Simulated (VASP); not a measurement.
# Hf (Fm-3m) in VASP: a series of runs

Hf is run at these levels: PBEsol+D3(BJ)+U, r2SCAN+D4; tasks: single point.

All numbers are computed with VASP 6.6.1; they aren't measurements. Logs are shortened: lines on timing, memory, paths and dates and some standing lists are left out, and cuts for length are marked.

### 1 The cell of the first run

Symmetry: Fm-3m, No. 225, cubic system. Conventional cell: a = 4.440 Å, b = 4.440 Å, c = 4.440 Å, α = 90.00°, β = 90.00°, γ = 90.00°. Hf (site symmetry m-3m) has 12 Hf at 3.14 Å within 4.1 Å.

This isn't the form of Hf at room conditions, which is hcp.

### 2 Single point, PBEsol+D3(BJ)+U

INCAR reads:

```
PREC     = Accurate       # precision mode
ENCUT    = 500            # plane-wave cutoff, eV
EDIFF    = 1E-6           # SCF threshold, eV
ISMEAR   = -5             # smearing method
SIGMA    = 0.05           # smearing width, eV
LREAL    = False          # projectors in reciprocal space
LASPH    = True           # aspherical terms in the spheres
NELM     = 200            # most SCF steps
ALGO     = Normal         # electronic algorithm
ISIF     = 2              # what is computed and relaxed
LWAVE    = False          # write WAVECAR
LCHARG   = False          # write CHGCAR
LMAXMIX  = 4              # l up to which the mixer works
LDAU     = True           # DFT+U
LDAUTYPE = 2            
LDAUL    = 2              # shell
LDAUU    = 4              # U, eV
LDAUJ    = 0            
LDAUPRINT= 1            
GGA      = PS             # functional
IVDW     = 12             # dispersion correction
NBANDS   = 11             # bands
GGA_COMPAT= False
```

KPOINTS reads:

```
Automatic mesh
0
Gamma
  10 10 10
```

POSCAR reads:

```
Hf
1.0
    0.0000000000      2.2200000000      2.2200000000
    2.2200000000      0.0000000000      2.2200000000
    2.2200000000      2.2200000000      0.0000000000
Hf
1
Direct
    0.0000000000      0.0000000000      0.0000000000
```

Potentials or basis: VASP PAW PBE potentials, release 64 (Hf_pv).

Started as:

```bash
cat potpaw_PBE.64/Hf_pv/POTCAR > POTCAR
mpirun -np 1 vasp_std > vasp.out
```

OUTCAR:

```text
PREC = Accurate
   ENCUT = 500
   EDIFF = 1E-6
   ISMEAR = -5
   LREAL = False
   LASPH = True
   NELM = 200
   ISIF = 2
   GGA = PS
   IVDW = 12
 IVDW          = 12

 ion  position               nearest neighbor table
   1  0.000  0.000  0.000-

  LATTYP: Found a face centered cubic cell.
 ALAT       =     4.4400000000

  Lattice vectors:

 A1 = (   0.0000000000,   2.2200000000,   2.2200000000)
 A2 = (   2.2200000000,   0.0000000000,   2.2200000000)
 A3 = (   2.2200000000,   2.2200000000,   0.0000000000)

Analysis of symmetry for initial positions (statically):
=====================================================================
 Subroutine PRICEL returns:
 Original cell was already a primitive cell.

 Routine SETGRP: Setting up the symmetry group for a
 face centered cubic supercell.

 Subroutine GETGRP returns: Found 48 space group operations
 (whereof 48 operations were pure point group operations)
 out of a pool of 48 trial point group operations.

The static configuration has the point symmetry O_h .

Analysis of symmetry for dynamics (positions and initial velocities):
=====================================================================
 Subroutine PRICEL returns:
 Original cell was already a primitive cell.

 Routine SETGRP: Setting up the symmetry group for a
 face centered cubic supercell.

 Subroutine GETGRP returns: Found 48 space group operations
 (whereof 48 operations were pure point group operations)
 out of a pool of 48 trial point group operations.

The dynamic configuration has the point symmetry O_h .

 Subroutine INISYM returns: Found 48 space group operations
 (whereof 48 operations are pure point group operations),
 and found     1 'primitive' translations

----------------------------------------------------------------------------------------

                                     Primitive cell

  volume of cell :      21.8821

  direct lattice vectors                    reciprocal lattice vectors
     0.000000000  2.220000000  2.220000000    -0.225225225  0.225225225  0.225225225
     2.220000000  0.000000000  2.220000000     0.225225225 -0.225225225  0.225225225
     2.220000000  2.220000000  0.000000000     0.225225225  0.225225225 -0.225225225

  length of vectors
     3.139554108  3.139554108  3.139554108     0.390101533  0.390101533  0.390101533

  position of ions in fractional coordinates (direct lattice)
     0.000000000  0.000000000  0.000000000

  ion indices of the primitive-cell ions
   primitive index   ion index
                 1           1

----------------------------------------------------------------------------------------

 KPOINTS: Automatic mesh

Automatic generation of k-mesh.
 Grid dimensions read from file:
 generate k-points for:   10   10   10

 Generating k-lattice:

  Cartesian coordinates                     Fractional coordinates (reciprocal lattice)
    -0.022522523  0.022522523  0.022522523     0.100000000  0.000000000  0.000000000
     0.022522523 -0.022522523  0.022522523     0.000000000  0.100000000  0.000000000
     0.022522523  0.022522523 -0.022522523     0.000000000  0.000000000  0.100000000

  Length of vectors
     0.039010153  0.039010153  0.039010153

  Shift w.r.t. Gamma in fractional coordinates (k-lattice)
     0.000000000  0.000000000  0.000000000

 TETIRR: Found    148 inequivalent tetrahedra from     6000

 Subroutine IBZKPT returns following result:
[... 38 lines left out ...]
   NGXF,Y,Z  is equivalent  to a cutoff of  25.42, 25.42, 25.42 a.u.
 SYSTEM =  unknown system
   PREC   = accura    normal or accurate (medium, high low for compatibility)
   ISTART =      0    job   : 0-new  1-cont  2-samecut
   ICHARG =      2    charge: 1-file 2-atom 10-const
   ISPIN  =      1    spin polarized calculation?
   LNONCOLLINEAR =      F non collinear calculations
   LSORBIT =      F    spin-orbit coupling
   LASPH  =      T    aspherical Exc in radial PAW
   ENCUT  =  500.0 eV  36.75 Ry    6.06 a.u.   5.72  5.72  5.72*2*pi/ulx,y,z
   NELM   =    200;   NELMIN=  2; NELMDL= -5     # of ELM steps
   EDIFF  = 0.1E-05   stopping-criterion for ELM
   LREAL  =      F    real-space projection
   EDIFFG = 0.1E-04   stopping-criterion for IOM
   NSW    =      0    number of steps for IOM
   IBRION =     -1    ionic relax: 0-MD 1-quasi-New 2-CG
   NFREE  =      0    steps in history (QN), initial steepest desc. (CG)
   ISIF   =      2    stress and relaxation
   ISYM   =      2    0-nonsym 1-usesym 2-fastsym
   POTIM  = 0.5000    time-step for ionic-motion
   TEBEG  =    0.0;   TEEND  =   0.0 temperature during run
   PSTRESS=    0.0 pullay stress
   NELECT =      10.0000    total number of electrons
   NUPDOWN=      -1.0000    fix difference up-down
   EMIN   =  10.00;   EMAX   =-10.00  energy-range for DOS
   EFERMI =   0.00;   METHOD = LEGACY
   ISMEAR =    -5;   SIGMA  =   0.05  broadening in eV -4-tet -1-fermi 0-gaus
   EFERMI_NEDOS =   21; number of points for ismear=-14 and -15
   IALGO  =     38    algorithm
   IMIX   =      4    mixing-type and parameters
     AMIX     =   0.40;   BMIX     =  1.00
     AMIX_MAG =   1.60;   BMIX_MAG =  1.00
  volume/ion in A,a.u.               =      21.88       147.67
  Fermi-wavevector in a.u.,A,eV,Ry     =   1.260991  2.382927 21.634588  1.590097
  Thomas-Fermi vector in A             =   2.394472
   LORBIT       =      0    0 simple, 1 ext, 2 COOP (PROOUT), +10 PAW based schemes
 LDA+U is selected, type is set to LDAUTYPE =  2
   angular momentum for each species LDAUL =     2
   U (eV)           for each species LDAUU =   4.0
   J (eV)           for each species LDAUJ =   0.0
   GGA     = PS    functional components
   LHFCALC =     F    Hartree Fock is set to
   AEXX    =    0.0000 exact exchange contribution
   IVDW    =    12    specifies the selected vdW correction
   LEPSILON=     F    determine dielectric tensor
   LRPA    =     F    only Hartree local field effects (RPA)
 non-spin polarized calculation
 Fermi weights with tetrahedron method with Bloechl corrections
  energy-cutoff  :      500.00
  volume of cell :       21.88
 maximum number of plane-waves:       568
   NGX = 11   NGY = 11   NGZ = 11

atom =   1  type =  1  l = 2

 onsite density matrix

spin component  1

  0.1698 -0.0000  0.0000  0.0000  0.0000
 -0.0000  0.1698  0.0000 -0.0000  0.0000
  0.0000  0.0000  0.1026  0.0000  0.0000
  0.0000 -0.0000  0.0000  0.1698 -0.0000
  0.0000  0.0000  0.0000 -0.0000  0.1026

spin component  2

  0.1698 -0.0000  0.0000  0.0000  0.0000
 -0.0000  0.1698  0.0000 -0.0000  0.0000
  0.0000  0.0000  0.1026  0.0000  0.0000
  0.0000 -0.0000  0.0000  0.1698 -0.0000
  0.0000  0.0000  0.0000 -0.0000  0.1026

 occupancies and eigenvectors

  o =  0.1026  v =  0.0000  0.0000 -0.0292  0.0000 -0.9996  0.0000  0.0000  0.0000  0.0000  0.0000      0.0000  0.0000  0.0000  0.0000  0.0000  0.0000  0.0000  0.0000  0.0000  0.0000
  o =  0.1026  v =  0.0000  0.0000  0.0000  0.0000  0.0000  0.0000  0.0000 -0.0292  0.0000 -0.9996      0.0000  0.0000  0.0000  0.0000  0.0000  0.0000  0.0000  0.0000  0.0000  0.0000
  o =  0.1026  v =  0.0000  0.0000 -0.9996  0.0000  0.0292  0.0000  0.0000  0.0000  0.0000  0.0000      0.0000  0.0000  0.0000  0.0000  0.0000  0.0000  0.0000  0.0000  0.0000  0.0000
  o =  0.1026  v =  0.0000  0.0000  0.0000  0.0000  0.0000  0.0000  0.0000 -0.9996  0.0000  0.0292      0.0000  0.0000  0.0000  0.0000  0.0000  0.0000  0.0000  0.0000  0.0000  0.0000
  o =  0.1698  v =  0.0000  0.0000  0.0000  0.0000  0.0000  0.0000 -0.9489 -0.0000  0.3156 -0.0000      0.0000  0.0000  0.0000  0.0000  0.0000  0.0000  0.0000  0.0000  0.0000  0.0000
  o =  0.1698  v =  0.0000 -0.9489 -0.0000  0.3156 -0.0000  0.0000  0.0000  0.0000  0.0000  0.0000      0.0000  0.0000  0.0000  0.0000  0.0000  0.0000  0.0000  0.0000  0.0000  0.0000
  o =  0.1698  v =  0.0000  0.0000  0.0000  0.0000  0.0000  0.0000  0.3156  0.0000  0.9489  0.0000      0.0000  0.0000  0.0000  0.0000  0.0000  0.0000  0.0000  0.0000  0.0000  0.0000
  o =  0.1698  v =  0.0000  0.3156  0.0000  0.9489  0.0000  0.0000  0.0000  0.0000  0.0000  0.0000      0.0000  0.0000  0.0000  0.0000  0.0000  0.0000  0.0000  0.0000  0.0000  0.0000
  o =  0.1698  v =  1.0000  0.0000  0.0000  0.0000  0.0000  0.0000  0.0000  0.0000  0.0000  0.0000      0.0000  0.0000  0.0000  0.0000  0.0000  0.0000  0.0000  0.0000  0.0000  0.0000
  o =  0.1698  v =  0.0000  0.0000  0.0000  0.0000  0.0000  1.0000  0.0000  0.0000  0.0000  0.0000      0.0000  0.0000  0.0000  0.0000  0.0000  0.0000  0.0000  0.0000  0.0000  0.0000

 number of electron      10.0000000 magnetization

 Free energy of the ion-electron system (eV)
  ---------------------------------------------------
  ext. energy  EPLUGINS =         0.00000000
  ---------------------------------------------------
  free energy    TOTEN  =        -7.85966152 eV

  energy without entropy =       -7.85966152  energy(sigma->0) =       -7.85966152

 E-fermi :   5.3597     XC(G=0): -11.5329

 val. band max:        5.4149833632   @ k =   0.5000   0.0000   0.0000
 cond. band min:       5.3755937147   @ k =  -0.2000   0.3000   0.1000
 fundamental gap:     -0.0393896485
 Fermi energy:         5.3596564324

 k-point     1 :       0.0000    0.0000    0.0000
  band No.  band energies     occupation
      1     -25.4638      2.00000
      2     -25.4638      2.00000
      3     -25.4638      2.00000
      4      -2.5537      2.00000
      5       7.0616      0.00000
      6       7.0616      0.00000
      7       7.0616      0.00000
      8      10.2449      0.00000
      9      10.2449      0.00000
     10      16.2029      0.00000
     11      17.4133      0.00000
[... 309 lines left out ...]
 k-point    24 :       0.4000    0.3000    0.0000
  band No.  band energies     occupation
      1     -26.1230      2.00000
      2     -25.7300      2.00000
      3     -25.7023      2.00000
      4       1.7422      2.00000
      5       3.9718      2.00000
      6       6.1694      0.00000
      7       9.7907      0.00000
      8      10.6769      0.00000
      9      12.2474      0.00000
     10      16.8679      0.00000
     11      17.4503      0.00000

 [... further k-points ...]

------------------------ aborting loop because EDIFF is reached ----------------------------------------

 Edisp (eV)   -0.52417

 E8    (eV) :    -0.3958

  FORCE on cell =-STRESS in cart. coord.  units (eV):
  Direction    XX          YY          ZZ          XY          YZ          ZX
  --------------------------------------------------------------------------------------
  -------------------------------------------------------------------------------------
  Total       1.30226     1.30226     1.30226     0.00000    -0.00000    -0.00000
  in kB      95.34938    95.34938    95.34938     0.00000    -0.00000    -0.00000
  external pressure =       95.35 kB  Pullay stress =        0.00 kB

 VOLUME and BASIS-vectors are now :
 -----------------------------------------------------------------------------
  energy-cutoff  :      500.00
  volume of cell :       21.88
      direct lattice vectors                 reciprocal lattice vectors
     0.000000000  2.220000000  2.220000000    -0.225225225  0.225225225  0.225225225
     2.220000000  0.000000000  2.220000000     0.225225225 -0.225225225  0.225225225
     2.220000000  2.220000000  0.000000000     0.225225225  0.225225225 -0.225225225

 POSITION                                       TOTAL-FORCE (eV/Angst)
 -----------------------------------------------------------------------------------
      0.00000      0.00000      0.00000         0.000000      0.000000      0.000000
 -----------------------------------------------------------------------------------
    total drift:                               -0.000000      0.000000      0.000000

  FREE ENERGIE OF THE ION-ELECTRON SYSTEM (eV)
  ---------------------------------------------------
  free  energy   TOTEN  =        -8.3838311774 eV

  energy  without entropy=       -8.3838311774  energy(sigma->0) =       -8.38383118
```

Run time: 11 s. Hardware: 1 thread of Intel Xeon Platinum 8259CL at 2.50GHz (Skylake/Cascade Lake), shared host; peak memory 0.15 GiB.

Results:

| Item | Value |
| --- | --- |
| Free energy | -8.3838 eV |
| Pressure | 9.5 GPa |
| Band gap on the k mesh | zero (bands 5 and 6 overlap by 2.14 eV) |
| Dispersion energy per atom | -0.524 eV |

Levels at points of the mesh, in eV from the Fermi level:
| k point | band 3 | band 4 | band 5 | band 6 | band 7 | band 8 |
| --- | --- | --- | --- | --- | --- | --- |
| (0.00, 0.00, 0.00) | -30.82 | -7.91 | 1.70 | 1.70 | 1.70 | 4.89 |
| (0.50, 0.00, 0.00) | -30.94 | -3.90 | 0.06 | 1.56 | 1.56 | 6.97 |
| (0.50, 0.50, 0.00) | -31.13 | -3.26 | -2.02 | 2.01 | 7.15 | 7.54 |

Eigenvalues of the final occupation matrices:
```tsv
site	spin	trace	eigenvalues
site 1 d	1	0.71	0.10 0.10 0.17 0.17 0.17
site 1 d	2	0.71	0.10 0.10 0.17 0.17 0.17
```

Caveat: the cell stands under pressure; the PAW data sets were made with another functional, which shifts forces and pressure a little; spin-orbit coupling is left out, which moves the levels of the heavy elements; U without spin polarisation on a metal has little footing; the U is typed as a test and isn't derived for this compound; tetrahedron occupations give inexact forces and stress in metals.

### 3 Single point, r2SCAN+D4, non-collinear spin, zero start, spin-orbit coupling

POSCAR is that of step 2.

INCAR.step1 reads:

```
ALGO = Normal ; EDIFF = 1E-5
ENCUT = 550 ; GGA = PE
GGA_COMPAT = F ; ISMEAR = 1
LASPH = T ; LCHARG = F
LMAXMIX = 4 ; LNONCOLLINEAR = T
LREAL = F ; LSORBIT = T
LWAVE = T ; MAGMOM = 0 0 0
NBANDS = 21 ; NELM = 200
PREC = Accurate ; SIGMA = 0.05
```

INCAR.step2 reads:

```
ALGO = Normal ; EDIFF = 1E-6
ENCUT = 550 ; GGA_COMPAT = F
ISIF = 2 ; ISMEAR = 1
ISTART = 1 ; IVDW = 13
LASPH = T ; LCHARG = F
LMAXMIX = 4 ; LMIXTAU = T
LNONCOLLINEAR = T ; LORBIT = 11
LORBMOM = T ; LREAL = F
LSORBIT = T ; LWAVE = F
MAGMOM = 0 0 0 ; METAGGA = R2SCAN
NBANDS = 21 ; NELM = 200
PREC = Accurate ; SIGMA = 0.05
VDW_A1 = 0.51559235 ; VDW_A2 = 5.77342911
VDW_S6 = 1.0 ; VDW_S8 = 0.6018749
```

KPOINTS reads:

```
k-points
0
Gamma
  10 10 10
```

Potentials or basis: VASP PAW PBE potentials, release 64 (Hf_pv).

Started as:

```bash
cat potpaw_PBE.64/Hf_pv/POTCAR > POTCAR
cp INCAR.step1 INCAR
mpirun -np 1 vasp_ncl > vasp.out
cp INCAR.step2 INCAR
mpirun -np 1 vasp_ncl > vasp.out
```

Wall time 3.6 min (1 thread of Intel Xeon Platinum 8259CL at 2.50GHz (Skylake/Cascade Lake), shared host); peak memory 0.23 GiB.

Results (log left out):

```yaml
Free_energy: -45.7883 eV
Pressure: 0.7 GPa
Net_moment: 0.00 μB per cell
Valence_electrons_inside_the_program's_atomic_spheres: Hf 8.44
Dispersion_energy_per_atom: -0.065 eV
```

Moments on the atoms (μB; x, y, z):
```
Hf  0.00 0.00 0.00
```

Caveat: the PAW data sets were made with another functional, which shifts forces and pressure a little.
